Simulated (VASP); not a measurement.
Here is a VASP 6.6.1 calculation.

The input INCAR:

```
SYSTEM = ZnS
PREC = Accurate
ENCUT = 500
EDIFF = 1E-6
ISMEAR = 0
SIGMA = 0.01
LREAL = .FALSE.
LASPH = .TRUE.
NELM = 120
ALGO = Normal
ISIF = 2
LWAVE = .FALSE.
LCHARG = .FALSE.
GGA = PS
IVDW = 13
NBANDS = 26
GGA_COMPAT = .FALSE.
```

Contents of KPOINTS:

```
regular mesh
0
G
  6 6 4
  0 0 0
```

File POSCAR:

```
ZnS
1.0
    3.8110000000      0.0000000000      0.0000000000
   -1.9055000000      3.3004230000      0.0000000000
    0.0000000000      0.0000000000      6.2340000000
Zn S
2 2
Direct
    0.3333333333      0.6666666667      0.0000000000
    0.6666666667      0.3333333333      0.5000000000
    0.3333333333      0.6666666667      0.3850000000
    0.6666666667      0.3333333333      0.8850000000
```

Potentials or basis: VASP PAW PBE potentials, release 64 (Zn, S).

Run with:

```bash
$ cat potpaw_PBE.64/Zn/POTCAR potpaw_PBE.64/S/POTCAR > POTCAR
$ mpirun -np 1 vasp_std > vasp.out
```

**Question.** Estimate the pressure.

**Answer.** -2.5 GPa.

**Question.** Estimate the band gap on the k mesh.

**Answer.** 2.12 eV.

**Question.** Predict the largest force.

**Answer.** 0.308 eV/Å.

Forces in eV/Å, atoms in the order of the input:
```
Zn   0.000  0.000  0.308
Zn   0.000  0.000  0.308
S    0.000  0.000 -0.308
S    0.000  0.000 -0.308
```

Caveat: the PAW data sets were made with another functional, which shifts forces and pressure a little. PBEsol gaps usually lie below the measured ones, often by a third to a half.
